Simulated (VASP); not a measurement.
Crystal: AlN.

```
Al N
1.0
     3.15397    0.00000    0.00000
    -1.57698    2.73141    0.00000
     0.00000    0.00000    5.04655
Al N
2 2
Direct
  0.66667 0.33333 0.50000
  0.33333 0.66667 0.00000
  0.66667 0.33333 0.88000
  0.33333 0.66667 0.38000
```

Base run:

```yaml
Program: VASP 6.6.1
Functional: SVWN5
Potentials_or_basis: VASP PAW PBE potentials, release 64 (Al, N)
Cutoff: 520 eV
k_mesh: 10 × 10 × 6
Occupations: fermi-dirac, width 0.05 eV
Spin: no spin polarisation
```

Its results: band gap on the k mesh 3.90 eV, direct; pressure -11.1 GPa; largest force 0.092 eV/Å.

Question: The run is repeated on the same cell with these changes: functional from SVWN5 to BLYP; further incar settings from ALGO = Normal; EDIFF = 1e-07; NBANDS = 16 to ALGO = Normal; EDIFF = 1e-06; NBANDS = 16. What comes out?

Answer: Band gap on the k mesh 4.15 eV, direct; pressure -0.7 GPa; largest force 0.086 eV/Å.

Caveats: the PAW data sets were made with another functional, which shifts forces and pressure a little.

A k mesh can miss the band edges.
